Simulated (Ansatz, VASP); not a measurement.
# Rh in VASP and in Ansatz

File INCAR:

```
SYSTEM = Rh
ALGO     = Normal         ! electronic algorithm
EDIFF    = 1E-6           ! SCF threshold, eV
ENCUT    = 500            ! plane-wave cutoff, eV
GGA      = PE             ! functional
GGA_COMPAT= .False.      
ISIF     = 2              ! what is computed and relaxed
ISMEAR   = 1              ! smearing method
LASPH    = .True.         ! aspherical terms in the spheres
LCHARG   = .False.        ! write CHGCAR
LREAL    = .False.        ! projectors in reciprocal space
LWAVE    = .False.        ! write WAVECAR
NBANDS   = 14             ! bands
NELM     = 120            ! most SCF steps
PREC     = Accurate       ! precision mode
SIGMA    = 0.1            ! smearing width, eV
```

The input KPOINTS:

```
k-points
0
Gamma
  14 14 14
  0 0 0
```

POSCAR

```
Rh
1.0
    0.0000000000      1.8978500000      1.8978500000
    1.8978500000      0.0000000000      1.8978500000
    1.8978500000      1.8978500000      0.0000000000
Rh
1
Direct
    0.0000000000      0.0000000000      0.0000000000
```

Input for Ansatz:

```yaml
crystal:
  lattice:
    - [0.0, 1.89785, 1.89785]
    - [1.89785, 0.0, 1.89785]
    - [1.89785, 1.89785, 0.0]
  atoms:
    - { symbol: Rh, position: [0.0, 0.0, 0.0] }
kpoints:
  mp_grid:
    grid: [14, 14, 14]
hamiltonian:
  xc: pbe
scf:
  occupations:
    method: methfessel_paxton
    width: 0.1
output:
  stress: true
```

Alike in both runs: task single point; functional PBE; k mesh 14 × 14 × 14; occupations methfessel-paxton of order 1, width 0.1 eV; no spin polarisation.

|  | VASP | Ansatz |
| --- | --- | --- |
| version | VASP 6.6.1 | Ansatz 0.2.0 |
| potentials or method | VASP PAW PBE potentials, release 64 (Rh_pv) | plane waves, PAW |
| plane-wave cutoff (eV) | 500 | 420 |
| valence electrons in the cell | 15 | 17 |

|  | VASP | Ansatz | Ansatz less VASP |
| --- | --- | --- | --- |
| pressure (GPa) | 7.6 | 7.5 | -0.10 |

VASP's potentials hold 15 valence electrons a cell and Ansatz's 17, so a difference there can come from the potentials and not from the codes.
